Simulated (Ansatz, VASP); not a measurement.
One calculation of Al2Au, two programs

```
Al Au
1.0
     0.00000    3.03083    3.03083
     3.03083    0.00000    3.03083
     3.03083    3.03083    0.00000
Al Au
2 1
Direct
  0.25000 0.25000 0.25000
  0.75000 0.75000 0.75000
  0.00000 0.00000 0.00000
```

Alike in both runs: functional PBE; k mesh 12 × 12 × 12; occupations gaussian, width 0.1 eV; no spin polarisation.

Ansatz relaxed the structure, and its values are those at the end. VASP's run is a single point on that final structure, the one shown.

|  | VASP | Ansatz |
| --- | --- | --- |
| version | VASP 6.6.1 | Ansatz 0.2.0 |
| potentials or method | VASP PAW PBE potentials, release 64 (Al, Au), cutoff 520 eV | scalar-relativistic, plane waves, PAW |
| valence electrons in the cell | 17 | 25 |

|  | VASP | Ansatz | Ansatz less VASP |
| --- | --- | --- | --- |
| gap on the k mesh at the Fermi level (eV) | none | none | - |
| pressure (GPa) | -0.3 | 0.0 | +0.23 |

A gap of «none» marks a metal or a gap that the smearing closes. The functional is the same, so the differences come from potentials, cutoffs and numerics. VASP's potentials hold 17 valence electrons a cell and Ansatz's 25, so a difference there can come from the potentials and not from the codes.

Neither program's run includes spin-orbit coupling.
